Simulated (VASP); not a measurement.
Input of a VASP 6.6.1 run:

INCAR

```
SYSTEM = SnSe
ALGO = Normal
DIPOL = 0.5 0.5 0.500
EDIFF = 1E-6
ENCUT = 520
GGA = PE
IDIPOL = 3
ISIF = 2
ISMEAR = 0
LASPH = .TRUE.
LCHARG = .FALSE.
LDIPOL = .TRUE.
LREAL = .FALSE.
LWAVE = .FALSE.
NBANDS = 50
NELM = 80
PREC = Accurate
SIGMA = 0.05
```

The input KPOINTS:

```
k-points
0
G
  8 8 1
  0 0 0
```

Contents of POSCAR:

```
SnSe
1.0
    4.2862138071      0.0000000000      0.0000000000
    0.0000000000      4.2862138071      0.0000000000
    0.0000000000      0.0000000000     24.0924325458
Sn Se
4 4
Direct
    0.5000000000      0.5000000000      0.3113010687
    0.0000000000      0.0000000000      0.4371003562
    0.5000000000      0.5000000000      0.5628996438
    0.0000000000      0.0000000000      0.6886989313
    0.0000000000      0.0000000000      0.3113010687
    0.5000000000      0.5000000000      0.4371003562
    0.0000000000      0.0000000000      0.5628996438
    0.5000000000      0.5000000000      0.6886989313
```

Potentials or basis: VASP PAW PBE potentials, release 64 (Sn_d, Se).

Run with:

```console
$ cat potpaw_PBE.64/Sn_d/POTCAR potpaw_PBE.64/Se/POTCAR > POTCAR
$ mpirun -np 1 vasp_std > vasp.out
```

(1) Predict the band gap on the k mesh.

(2) Predict the largest force.

Answers

(1) 0.65 eV.

(2) 0.450 eV/Å.

Caveat: semilocal functionals underestimate gaps, and a narrow one can read as zero; spin-orbit coupling is left out, which moves the levels of the heavy elements.
